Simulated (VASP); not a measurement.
Runs of VASP 6.6.1 on WS2. The structure is that of space group R3m (No. 160), or close to it. The cells are those of the table. 

```tsv
task	cell	k mesh	cutoff (eV)	smearing	gap on the mesh (eV)	pressure (GPa)	largest force (eV/Å)
single point	a = 7.643 Å, angles 24.1°, 3 atoms	12 × 12 × 12	520	gaussian 0.02 eV	1.64	0.0	0.01
single point	a = 6.856 Å, angles 26.9°, 3 atoms	12 × 12 × 12	520	gaussian 0.02 eV	1.03	-14.2	(a)
relaxation of cell and atoms	relaxed from a = 6.427 Å, angles 28.4°, 3 atoms	6 × 6 × 6	600	gaussian 0.1 eV	1.50	0.0	0.03
single point	a = 6.090 Å, angles 31.0°, 3 atoms	12 × 12 × 12	520	gaussian 0.02 eV	(b)	(d)	4.68
single point	a = 6.259 Å, angles 30.9°, 3 atoms	12 × 12 × 12	520	gaussian 0.02 eV	0.05	(c)	2.17
```

Alike in all rows: level PBE; potentials or basis VASP PAW PBE potentials, release 64 (W_sv, S); no spin polarisation.

Question: Fill in the values left out.

Answer: (a) 3.23; (b) 0.14; (c) -4.4; (d) 2.1.

Caveats: spin-orbit coupling is left out, which moves the levels of the heavy elements; forces of over 1 eV/Å act on the atoms, so gaps and moduli don't describe the material at rest (some runs); the relaxation stopped at a loose force limit of 0.05 eV/Å, so its end isn't a converged minimum (some runs).

A k mesh can miss the band edges, and the runs leave out spin-orbit coupling on W.
